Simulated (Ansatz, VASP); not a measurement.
**One calculation of Tl, two programs**

```
Tl
1.0
     2.51173   -4.26507    0.00000
     2.51173    4.26507    0.00000
     0.00000    0.00000    5.04604
Tl
4
Direct
  0.65599 0.34401 0.41664
  0.84401 0.15599 0.91664
  0.34401 0.65599 0.58336
  0.15599 0.84401 0.08336
```

Alike in both runs: task single point; functional PBEsol; k mesh 4 × 4 × 4; occupations gaussian, width 0.1 eV; no spin polarisation.

```csv
,VASP,Ansatz
version,VASP 6.6.1,Ansatz 0.2.0
potentials or method,"VASP PAW PBE potentials, release 64 (Tl_d), cutoff 520 eV","scalar-relativistic, plane waves, PAW"
valence electrons in the cell,52,52
```

VASP gave:

- gap on the k mesh at the Fermi level (eV): none
- pressure (GPa): 8.5
- traceless stress, the component that is largest in VASP (GPa): -1.06
- rms of the force components (eV/Å): 0.034

Which values does Ansatz return?

gap on the k mesh at the Fermi level (eV): none; pressure (GPa): 8.6; traceless stress, the component that is largest in VASP (GPa): -1.05; rms of the force components (eV/Å): 0.035.

VASP's potentials were made for PBE, not for PBEsol. Atom by atom the forces differ by 0.001 eV/Å (rms over components). A gap of «none» marks a metal or a gap that the smearing closes. With one functional, cell and mesh, what is left measures potentials, basis and numerics.

The k mesh is coarse, so the values compare programs but aren't converged. Spin-orbit coupling is off throughout.
